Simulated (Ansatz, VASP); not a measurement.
Si2As in VASP and in Ansatz

INCAR

```
PREC = Accurate ; ENCUT = 600
EDIFF = 1E-6 ; ISMEAR = 0
SIGMA = 0.1 ; LREAL = False
LASPH = True ; NELM = 80
ALGO = Normal ; ISIF = 3
LWAVE = False ; LCHARG = False
GGA = PE ; IBRION = 2
NSW = 100 ; EDIFFG = -0.01
```

File KPOINTS:

```
regular mesh
0
Gamma
  6 6 14
```

POSCAR

```
Si2As
1.0
    6.5499587961      0.0000000000      0.0000000000
    0.0000000000      6.5499587961      0.0000000000
    0.0000000000      0.0000000000      2.6009821713
Si As
4 2
Direct
    0.8699595306      0.6300404694      0.0000000000
    0.1300404694      0.3699595306      0.0000000000
    0.6300404694      0.1300404694      0.0000000000
    0.3699595306      0.8699595306      0.0000000000
    0.5000000000      0.5000000000      0.0000000000
    0.0000000000      0.0000000000      0.0000000000
```

Input for Ansatz:

```yaml
crystal:
  lattice:
    - [6.5499587961, 0.0, 0.0]
    - [0.0, 6.5499587961, 0.0]
    - [0.0, 0.0, 2.6009821713]
  atoms:
    - { symbol: Si, position: [0.8699595306, 0.6300404694, 0.0] }
    - { symbol: Si, position: [0.1300404694, 0.3699595306, 0.0] }
    - { symbol: Si, position: [0.6300404694, 0.1300404694, 0.0] }
    - { symbol: Si, position: [0.3699595306, 0.8699595306, 0.0] }
    - { symbol: As, position: [0.5, 0.5, 0.0] }
    - { symbol: As, position: [0.0, 0.0, 0.0] }
basis:
  ecutwfc: 420
kpoints:
  mp_grid: { grid: [6, 6, 14] }
hamiltonian:
  xc: pbe
scf:
  occupations: { method: gaussian, width: 0.1 }
output:
  forces: true
  stress: true
  eigenvalues: true
  write_density: true
  write_potential: true
  elf: true
  volumetric_format: npy
relax:
  adjacent_minimum: "off"
  f_tol: 0.01
  max_steps: 80
  cell: { stress_tol: 0.05 }
```

Alike in both runs: task relaxation of cell and atoms; functional PBE; k mesh 6 × 6 × 14; occupations gaussian, width 0.1 eV; no spin polarisation.

|  | VASP | Ansatz |
| --- | --- | --- |
| version | VASP 6.6.1 | Ansatz 0.2.0 |
| potentials or method | VASP PAW PBE potentials, release 64 (Si, As), cutoff 600 eV | scalar-relativistic, plane waves, PAW |
| valence electrons in the cell | 26 | 46 |

```csv
,VASP,Ansatz,Ansatz less VASP
"gap on the k mesh at the Fermi level, each at its own relaxed structure (eV)",none,none,-
relaxed volume (Å³/atom),18.75,18.72,-0.030
relaxed cell length with the largest relative difference (Å),2.540,2.539,-0.0015
```

A gap of «none» marks a metal or a gap that the smearing closes. VASP's potentials hold 26 valence electrons a cell and Ansatz's 46, so a difference there can come from the potentials and not from the codes.
